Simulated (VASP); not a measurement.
Runs of VASP 6.6.1 on SnSe2. The structure is that of space group P-3m1 (No. 164), or close to it. The cells are those of the table. 

| cell | gap on the mesh (eV) | pressure (GPa) | largest force (eV/Å) |
| --- | --- | --- | --- |
| a = 3.742, b = 3.742, c = 6.025 Å, angles 90.0, 90.0, 120.0°, 3 atoms | 0.75 | 7.4 | 1.22 |
| a = 3.777, b = 3.777, c = 6.081 Å, angles 90.0, 90.0, 120.0°, 3 atoms | 0.73 | 4.8 | (b) |
| a = 3.845, b = 3.845, c = 6.190 Å, angles 90.0, 90.0, 120.0°, 3 atoms | 0.67 | 0.7 | 0.37 |
| a = 3.811, b = 3.811, c = 6.136 Å, angles 90.0, 90.0, 120.0°, 3 atoms | (c) | 2.6 | 0.63 |
| a = 3.878, b = 3.878, c = 6.243 Å, angles 90.0, 90.0, 120.0°, 3 atoms | 0.64 | -0.9 | (a) |
| a = 3.707, b = 3.707, c = 5.968 Å, angles 90.0, 90.0, 120.0°, 3 atoms | 0.78 | 10.4 | 1.57 |
| a = 3.910, b = 3.910, c = 6.295 Å, angles 90.0, 90.0, 120.0°, 3 atoms | 0.62 | -2.3 | 0.06 |

Alike in all rows: task single point; level PBEsol; potentials or basis VASP PAW PBE potentials, release 64 (Sn_d, Se); no spin polarisation; k mesh 12 × 12 × 4; cutoff (eV) 520; smearing gaussian 0.01 eV.

Problem. Fill in the values left out.

Solution. (a) 0.15; (b) 0.91; (c) 0.70.

Caveats: the PAW data sets were made with another functional, which shifts forces and pressure a little; spin-orbit coupling is left out, which moves the levels of the heavy elements; this functional lacks dispersion, which binds the layers, so the pressure and a relaxed spacing across them are unreliable.

A k mesh can miss the band edges, and the runs leave out spin-orbit coupling on Se, Sn.
